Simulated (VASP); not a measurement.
# HfN (F-43m) in VASP: settings compared

HfN is run at these levels: r2SCAN, PBEsol-based global hybrid; tasks: single point.

Program: VASP 6.6.1. These are calculated values, not measurements. Logs are shortened: lines on timing, memory, paths and dates and some standing lists are left out, and cuts for length are marked.

**1. The cell of the first run**

It takes space group F-43m (No. 216, cubic). The conventional cell has a = 4.910 Å, b = 4.910 Å, c = 4.910 Å, α = 90.00°, β = 90.00°, γ = 90.00°. Hf (site symmetry -43m) has 4 N at 2.13 Å within 2.8 Å. Within 2.8 Å of N (site symmetry -43m) lie 4 Hf at 2.13 Å.

**2. Single point, r2SCAN**

POSCAR reads:

```
HfN
1.0
    0.0000000000      2.4548220000      2.4548220000
    2.4548220000      0.0000000000      2.4548220000
    2.4548220000      2.4548220000      0.0000000000
Hf N
1 1
Direct
    0.0000000000      0.0000000000      0.0000000000
    0.2500000000      0.2500000000      0.2500000000
```

INCAR.step1 reads:

```
PREC     = Accurate       # precision mode
ENCUT    = 520            # plane-wave cutoff, eV
ISMEAR   = -1             # smearing method
SIGMA    = 0.05           # smearing width, eV
LREAL    = F              # projectors in reciprocal space
LASPH    = T              # aspherical terms in the spheres
NELM     = 100            # most SCF steps
NBANDS   = 14             # bands
GGA      = PE             # functional
ALGO     = Normal         # electronic algorithm
EDIFF    = 1E-4           # SCF threshold, eV
LWAVE    = T              # write WAVECAR
LCHARG   = F              # write CHGCAR
```

INCAR.step2 reads:

```
PREC     = Accurate       # precision mode
ENCUT    = 520            # plane-wave cutoff, eV
EDIFF    = 1E-6           # SCF threshold, eV
ISMEAR   = -1             # smearing method
SIGMA    = 0.05           # smearing width, eV
LREAL    = F              # projectors in reciprocal space
LASPH    = T              # aspherical terms in the spheres
NELM     = 100            # most SCF steps
ALGO     = Normal         # electronic algorithm
ISIF     = 2              # what is computed and relaxed
LWAVE    = F              # write WAVECAR
LCHARG   = F              # write CHGCAR
METAGGA  = R2SCAN         # meta-GGA
LMIXTAU  = T            
NBANDS   = 14             # bands
ISTART   = 1
```

KPOINTS reads:

```
Automatic mesh
0
Gamma
  9 9 9
```

Potentials or basis: VASP PAW PBE potentials, release 64 (Hf_pv, N).

Launch:

```
$ cat potpaw_PBE.64/Hf_pv/POTCAR potpaw_PBE.64/N/POTCAR > POTCAR
$ cp INCAR.step1 INCAR
$ mpirun -np 1 vasp_std > vasp.out
$ cp INCAR.step2 INCAR
$ mpirun -np 1 vasp_std > vasp.out
```

OUTCAR:

```text
PREC = Accurate
   ENCUT = 520
   EDIFF = 1E-6
   ISMEAR = -1
   LREAL = F
   LASPH = T
   NELM = 100
   ISIF = 2
   METAGGA = R2SCAN
   ISTART = 1

 ion  position               nearest neighbor table
   1  0.000  0.000  0.000-   2 2.13   2 2.13   2 2.13   2 2.13
   2  0.250  0.250  0.250-   1 2.13   1 2.13   1 2.13   1 2.13

  LATTYP: Found a face centered cubic cell.
 ALAT       =     4.9096440000

  Lattice vectors:

 A1 = (   0.0000000000,   2.4548220000,   2.4548220000)
 A2 = (   2.4548220000,   0.0000000000,   2.4548220000)
 A3 = (   2.4548220000,   2.4548220000,   0.0000000000)

Analysis of symmetry for initial positions (statically):
=====================================================================
 Subroutine PRICEL returns:
 Original cell was already a primitive cell.

 Routine SETGRP: Setting up the symmetry group for a
 face centered cubic supercell.

 Subroutine GETGRP returns: Found 24 space group operations
 (whereof 24 operations were pure point group operations)
 out of a pool of 48 trial point group operations.

The static configuration has the point symmetry T_d .

Analysis of symmetry for dynamics (positions and initial velocities):
=====================================================================
 Subroutine PRICEL returns:
 Original cell was already a primitive cell.

 Routine SETGRP: Setting up the symmetry group for a
 face centered cubic supercell.

 Subroutine GETGRP returns: Found 24 space group operations
 (whereof 24 operations were pure point group operations)
 out of a pool of 48 trial point group operations.

The dynamic configuration has the point symmetry T_d .

 Subroutine INISYM returns: Found 24 space group operations
 (whereof 24 operations are pure point group operations),
 and found     1 'primitive' translations

----------------------------------------------------------------------------------------

                                     Primitive cell

  volume of cell :      29.5863

  direct lattice vectors                    reciprocal lattice vectors
     0.000000000  2.454822000  2.454822000    -0.203680756  0.203680756  0.203680756
     2.454822000  0.000000000  2.454822000     0.203680756 -0.203680756  0.203680756
     2.454822000  2.454822000  0.000000000     0.203680756  0.203680756 -0.203680756

  length of vectors
     3.471642566  3.471642566  3.471642566     0.352785417  0.352785417  0.352785417

  position of ions in fractional coordinates (direct lattice)
     0.000000000  0.000000000  0.000000000
     0.250000000  0.250000000  0.250000000

  ion indices of the primitive-cell ions
   primitive index   ion index
                 1           1
                 2           2

----------------------------------------------------------------------------------------

 KPOINTS: Automatic mesh

Automatic generation of k-mesh.
 Grid dimensions read from file:
 generate k-points for:    9    9    9

 Generating k-lattice:

  Cartesian coordinates                     Fractional coordinates (reciprocal lattice)
    -0.022631195  0.022631195  0.022631195     0.111111111  0.000000000  0.000000000
     0.022631195 -0.022631195  0.022631195     0.000000000  0.111111111  0.000000000
     0.022631195  0.022631195 -0.022631195     0.000000000  0.000000000  0.111111111

  Length of vectors
     0.039198380  0.039198380  0.039198380

  Shift w.r.t. Gamma in fractional coordinates (k-lattice)
     0.000000000  0.000000000  0.000000000

 Subroutine IBZKPT returns following result:
 ===========================================

 Found     35 irreducible k-points:

 Following reciprocal coordinates:
            Coordinates               Weight
  0.000000  0.000000  0.000000      1.000000
  0.111111  0.000000  0.000000      8.000000
  0.222222  0.000000  0.000000      8.000000
  0.333333  0.000000  0.000000      8.000000
  0.444444  0.000000  0.000000      8.000000
  0.111111  0.111111  0.000000      6.000000
[... 16 lines left out ...]
 -0.333333  0.333333  0.000000     12.000000
  0.444444  0.444444  0.000000      6.000000
 [... further k-points ...]
   k-points           NKPTS =     35   k-points in BZ     NKDIM =     35   number of bands    NBANDS=     14
   number of dos      NEDOS =    301   number of ions     NIONS =      2
   total plane-waves  NPLWV =  21952
   dimension x,y,z NGX =    28 NGY =   28 NGZ =   28
   dimension x,y,z NGXF=    56 NGYF=   56 NGZF=   56
   ions per type =               1   1
   NGX,Y,Z   is equivalent  to a cutoff of  13.41, 13.41, 13.41 a.u.
   NGXF,Y,Z  is equivalent  to a cutoff of  26.82, 26.82, 26.82 a.u.
 SYSTEM =  unknown system
   PREC   = accura    normal or accurate (medium, high low for compatibility)
   ISTART =      1    job   : 0-new  1-cont  2-samecut
   ICHARG =      0    charge: 1-file 2-atom 10-const
   ISPIN  =      1    spin polarized calculation?
   LNONCOLLINEAR =      F non collinear calculations
   LSORBIT =      F    spin-orbit coupling
   LASPH  =      T    aspherical Exc in radial PAW
   ENCUT  =  520.0 eV  38.22 Ry    6.18 a.u.   6.45  6.45  6.45*2*pi/ulx,y,z
   NELM   =    100;   NELMIN=  2; NELMDL=  0     # of ELM steps
   EDIFF  = 0.1E-05   stopping-criterion for ELM
   LREAL  =      F    real-space projection
   EDIFFG = 0.1E-04   stopping-criterion for IOM
   NSW    =      0    number of steps for IOM
   IBRION =     -1    ionic relax: 0-MD 1-quasi-New 2-CG
   NFREE  =      0    steps in history (QN), initial steepest desc. (CG)
   ISIF   =      2    stress and relaxation
   ISYM   =      2    0-nonsym 1-usesym 2-fastsym
   POTIM  = 0.5000    time-step for ionic-motion
   TEBEG  =    0.0;   TEEND  =   0.0 temperature during run
   PSTRESS=    0.0 pullay stress
   NELECT =      15.0000    total number of electrons
   NUPDOWN=      -1.0000    fix difference up-down
   EMIN   =  10.00;   EMAX   =-10.00  energy-range for DOS
   EFERMI =   0.00;   METHOD = LEGACY
   ISMEAR =    -1;   SIGMA  =   0.05  broadening in eV -4-tet -1-fermi 0-gaus
   EFERMI_NEDOS =   21; number of points for ismear=-14 and -15
   IALGO  =     38    algorithm
   IMIX   =      4    mixing-type and parameters
     AMIX     =   0.40;   BMIX     =  1.00
     AMIX_MAG =   1.60;   BMIX_MAG =  1.00
  volume/ion in A,a.u.               =      14.79        99.83
  Fermi-wavevector in a.u.,A,eV,Ry     =   1.305395  2.466839 23.185087  1.704056
  Thomas-Fermi vector in A             =   2.436267
   LORBIT       =      0    0 simple, 1 ext, 2 COOP (PROOUT), +10 PAW based schemes
   METAGGA = R2SCAN    functional components
   LHFCALC =     F    Hartree Fock is set to
   AEXX    =    0.0000 exact exchange contribution
   IVDW    =     0    specifies the selected vdW correction
   LEPSILON=     F    determine dielectric tensor
   LRPA    =     F    only Hartree local field effects (RPA)
 non-spin polarized calculation
  energy-cutoff  :      520.00
  volume of cell :       29.59
 maximum number of plane-waves:       821
 NGX is ok and might be reduce to    28
   NGX = 13   NGY = 13   NGZ = 13

 number of electron      15.0000001 magnetization

 Free energy of the ion-electron system (eV)
  ---------------------------------------------------
  ext. energy  EPLUGINS =         0.00000000
  ---------------------------------------------------
  free energy    TOTEN  =       -57.71168370 eV

  energy without entropy =      -57.70603088  energy(sigma->0) =      -57.70885729

 E-fermi :   5.7654     XC(G=0): -11.9473

 val. band max:        5.7561706669   @ k =   0.1111   0.0000   0.0000
 cond. band min:       5.9566416279   @ k =   0.1111   0.1111   0.0000
 fundamental gap:      0.2004709610
 Fermi energy:         5.7654040770

 k-point     1 :       0.0000    0.0000    0.0000
  band No.  band energies     occupation
      1     -26.5695      2.00000
      2     -26.5695      2.00000
      3     -26.5695      2.00000
      4     -11.4630      2.00000
      5      -0.0334      2.00000
      6      -0.0334      2.00000
      7      -0.0334      2.00000
      8       5.0961      2.00000
      9       8.2421      0.00000
     10       8.2421      0.00000
     11      12.6880      0.00000
     12      12.6880      0.00000
     13      12.6880      0.00000
     14      16.9811      0.00000

 k-point     2 :       0.1111    0.0000    0.0000
  band No.  band energies     occupation
      1     -26.6297      2.00000
      2     -26.5772      2.00000
      3     -26.5772      2.00000
      4     -11.3221      2.00000
      5      -0.2856      2.00000
      6       0.0571      2.00000
      7       0.0571      2.00000
      8       5.7562      1.09207
      9       8.0463      0.00000
     10       8.0463      0.00000
     11      12.3537      0.00000
     12      12.9537      0.00000
     13      12.9537      0.00000
     14      16.9809      0.00000

 k-point     3 :       0.2222    0.0000    0.0000
  band No.  band energies     occupation
      1     -26.7782      2.00000
      2     -26.5964      2.00000
      3     -26.5964      2.00000
      4     -10.9818      2.00000
      5      -0.6129      2.00000
      6       0.2696      2.00000
      7       0.2696      2.00000
      8       7.0616      0.00000
      9       7.8288      0.00000
     10       7.8288      0.00000
     11      11.7583      0.00000
     12      13.1166      0.00000
     13      13.1166      0.00000
     14      15.4455      0.00000
[... 324 lines left out ...]
 k-point    23 :      -0.3333    0.3333    0.0000
  band No.  band energies     occupation
      1     -26.9654      2.00000
      2     -26.8368      2.00000
      3     -26.6794      2.00000
      4     -10.1085      2.00000
      5      -0.3017      2.00000
      6       0.7244      2.00000
      7       1.2418      2.00000
      8       4.9570      2.00000
      9       8.1197      0.00000
     10       8.4939      0.00000
     11      11.9964      0.00000
     12      12.2369      0.00000
     13      14.6840      0.00000
     14      16.2364      0.00000

 k-point    24 :       0.4444    0.4444    0.0000
  band No.  band energies     occupation
      1     -27.0459      2.00000
      2     -26.7273      2.00000
      3     -26.7273      2.00000
      4     -10.0730      2.00000
      5      -1.4023      2.00000
      6       1.7614      2.00000
      7       1.7614      2.00000
      8       4.5332      2.00000
      9       8.4364      0.00000
     10      10.0318      0.00000
     11      10.7642      0.00000
     12      10.7642      0.00000
     13      15.2294      0.00000
     14      16.9809      0.00000

 [... further k-points ...]
[... 5 lines left out ...]
  --------------------------------------------------------------------------------------
  -------------------------------------------------------------------------------------
  Total       -0.6640405     -0.6640405     -0.6640405     -0.0000000      0.0000000     -0.0000000
  in kB      -35.9596250    -35.9596250    -35.9596250     -0.0000000      0.0000000     -0.0000000
  external PRESSURE =     -35.9596250 kB  Pullay stress =       0.0000000 kB

 VOLUME and BASIS-vectors are now :
 -----------------------------------------------------------------------------
  energy-cutoff  :      520.00
  volume of cell :       29.59
      direct lattice vectors                 reciprocal lattice vectors
     0.000000000  2.454822000  2.454822000    -0.203680756  0.203680756  0.203680756
     2.454822000  0.000000000  2.454822000     0.203680756 -0.203680756  0.203680756
     2.454822000  2.454822000  0.000000000     0.203680756  0.203680756 -0.203680756

 POSITION                                       TOTAL-FORCE (eV/Angst)
 -----------------------------------------------------------------------------------
      0.00000      0.00000      0.00000         0.000000      0.000000     -0.000000
      1.22741      1.22741      1.22741        -0.000000     -0.000000      0.000000
 -----------------------------------------------------------------------------------
    total drift:                                0.000001      0.000001      0.000001

  FREE ENERGIE OF THE ION-ELECTRON SYSTEM (eV)
  ---------------------------------------------------
  free  energy   TOTEN  =       -57.7116836994 eV

  energy  without entropy=      -57.7060308831  energy(sigma->0) =      -57.70885729
```

Wall time 45 s (1 thread of Intel Xeon Platinum 8124M at 3.00GHz (Skylake/Cascade Lake), shared host); peak memory 0.17 GiB.

Results:

* Free energy: -57.7117 eV
* Pressure: -3.6 GPa

Levels at points of the mesh, in eV from the Fermi level:
```csv
k point,band 5,band 6,band 7,band 8,band 9,band 10,band 11,band 12
"(0.00, 0.00, 0.00)",-5.80,-5.80,-5.80,-0.67,2.48,2.48,6.92,6.92
```

Caveat: the PAW data sets were made with another functional, which shifts forces and pressure a little; spin-orbit coupling is left out, which moves the levels of the heavy elements.

**3. Single point, r2SCAN**

This run uses another cell than the first one, of 15.09 Å³/atom, 1.020 times its volume.

POSCAR reads:

```
HfN
1.0
    0.0000000000      2.4710795731      2.4710795731
    2.4710795731      0.0000000000      2.4710795731
    2.4710795731      2.4710795731      0.0000000000
Hf N
1 1
Direct
    0.0000000000      0.0000000000      0.0000000000
    0.2500000000      0.2500000000      0.2500000000
```

INCAR.step1 reads:

```
ALGO = Normal
EDIFF = 1E-4
ENCUT = 520
GGA = PE
ISMEAR = -1
LASPH = True
LCHARG = False
LREAL = False
LWAVE = True
NBANDS = 14
NELM = 100
PREC = Accurate
SIGMA = 0.05
```

INCAR.step2 reads:

```
ALGO = Normal
EDIFF = 1E-6
ENCUT = 520
ISIF = 2
ISMEAR = -1
ISTART = 1
LASPH = True
LCHARG = False
LMIXTAU = True
LREAL = False
LWAVE = False
METAGGA = R2SCAN
NBANDS = 14
NELM = 100
PREC = Accurate
SIGMA = 0.05
```

KPOINTS reads:

```
k-points
0
Gamma
  9 9 9
```

Potentials or basis: VASP PAW PBE potentials, release 64 (Hf_pv, N).

Launch:

```
$ cat potpaw_PBE.64/Hf_pv/POTCAR potpaw_PBE.64/N/POTCAR > POTCAR
$ cp INCAR.step1 INCAR
$ mpirun -np 1 vasp_std > vasp.out
$ cp INCAR.step2 INCAR
$ mpirun -np 1 vasp_std > vasp.out
```

OUTCAR:

```text
EDIFF = 1E-6
   ENCUT = 520
   ISIF = 2
   ISMEAR = -1
   ISTART = 1
   LASPH = True
   LREAL = False
   METAGGA = R2SCAN
   NELM = 100
   PREC = Accurate

 ion  position               nearest neighbor table
   1  0.000  0.000  0.000-   2 2.14   2 2.14   2 2.14   2 2.14
   2  0.250  0.250  0.250-   1 2.14   1 2.14   1 2.14   1 2.14

  LATTYP: Found a face centered cubic cell.
 ALAT       =     4.9421591462

  Lattice vectors:

 A1 = (   0.0000000000,   2.4710795731,   2.4710795731)
 A2 = (   2.4710795731,   0.0000000000,   2.4710795731)
 A3 = (   2.4710795731,   2.4710795731,   0.0000000000)

Analysis of symmetry for initial positions (statically):
=====================================================================
 Subroutine PRICEL returns:
 Original cell was already a primitive cell.

 Routine SETGRP: Setting up the symmetry group for a
 face centered cubic supercell.

 Subroutine GETGRP returns: Found 24 space group operations
 (whereof 24 operations were pure point group operations)
 out of a pool of 48 trial point group operations.

The static configuration has the point symmetry T_d .

Analysis of symmetry for dynamics (positions and initial velocities):
=====================================================================
[... 169 lines left out ...]
      3     -26.7980      2.00000
      4     -11.5120      2.00000
      5      -0.0901      2.00000
      6      -0.0901      2.00000
      7      -0.0901      2.00000
      8       4.8965      2.00000
      9       8.0406      0.00000
     10       8.0406      0.00000
     11      12.3997      0.00000
     12      12.3997      0.00000
     13      12.3997      0.00000
     14      16.7253      0.00000
[... 377 lines left out ...]
      1     -27.2369      2.00000
      2     -26.9438      2.00000
      3     -26.9438      2.00000
      4     -10.1782      2.00000
      5      -1.4439      2.00000
      6       1.6387      2.00000
      7       1.6388      2.00000
      8       4.3966      2.00000
      9       8.2211      0.00000
     10       9.7754      0.00000
     11      10.4923      0.00000
     12      10.4923      0.00000
     13      14.8345      0.00000
     14      16.7248      0.00000

 [... further k-points ...]
[... 5 lines left out ...]
  --------------------------------------------------------------------------------------
  -------------------------------------------------------------------------------------
  Total       -1.3683521     -1.3683521     -1.3683521      0.0000000      0.0000000      0.0000000
  in kB      -72.6470962    -72.6470962    -72.6470962      0.0000000      0.0000000      0.0000000
  external PRESSURE =     -72.6470962 kB  Pullay stress =       0.0000000 kB

 VOLUME and BASIS-vectors are now :
 -----------------------------------------------------------------------------
  energy-cutoff  :      520.00
  volume of cell :       30.18
      direct lattice vectors                 reciprocal lattice vectors
     0.000000000  2.471079573  2.471079573    -0.202340712  0.202340712  0.202340712
     2.471079573  0.000000000  2.471079573     0.202340712 -0.202340712  0.202340712
     2.471079573  2.471079573  0.000000000     0.202340712  0.202340712 -0.202340712

 POSITION                                       TOTAL-FORCE (eV/Angst)
 -----------------------------------------------------------------------------------
      0.00000      0.00000      0.00000        -0.000000     -0.000000      0.000000
      1.23554      1.23554      1.23554         0.000000      0.000000     -0.000000
 -----------------------------------------------------------------------------------
    total drift:                                0.000001      0.000001      0.000001

  FREE ENERGIE OF THE ION-ELECTRON SYSTEM (eV)
  ---------------------------------------------------
  free  energy   TOTEN  =       -57.6920623475 eV

  energy  without entropy=      -57.6860221163  energy(sigma->0) =      -57.68904223
```

OSZICAR.step1:

```text
N       E                     dE             d eps       ncg     rms          rms(c)
DAV:   1     0.424826502302E+02    0.42483E+02   -0.76455E+03   980   0.971E+02
DAV:   2    -0.223027922446E+02   -0.64785E+02   -0.60806E+02  1372   0.234E+02
DAV:   3    -0.248276226795E+02   -0.25248E+01   -0.25155E+01  1112   0.382E+01
DAV:   4    -0.248411636871E+02   -0.13541E-01   -0.13540E-01  1190   0.338E+00
DAV:   5    -0.248413059875E+02   -0.14230E-03   -0.14230E-03  1112   0.301E-01    0.517E+01
DAV:   6    -0.213590879676E+02    0.34822E+01   -0.13408E+01  1064   0.248E+01    0.381E+01
DAV:   7    -0.212355776603E+02    0.12351E+00   -0.72069E-01  1028   0.753E+00    0.250E+01
DAV:   8    -0.212251052407E+02    0.10472E-01   -0.13183E-01  1160   0.321E+00    0.738E+00
DAV:   9    -0.212149361911E+02    0.10169E-01   -0.26287E-02  1076   0.123E+00    0.169E+00
DAV:  10    -0.212149207089E+02    0.15482E-04   -0.16223E-03  1202   0.358E-01    0.198E-01
DAV:  11    -0.212148988499E+02    0.21859E-04   -0.89305E-05   660   0.886E-02
   1 F= -.21214899E+02 E0= -.21211894E+02  d E =-.600881E-02
```

Run time: 45 s. Hardware: 1 thread of Intel Xeon Platinum 8124M at 3.00GHz (Skylake/Cascade Lake), shared host; peak memory 0.17 GiB.

Results:

- Free energy: -57.6921 eV
- Pressure: -7.3 GPa

Caveat: the PAW data sets were made with another functional, which shifts forces and pressure a little; spin-orbit coupling is left out, which moves the levels of the heavy elements.

[end of part 1 of 2]
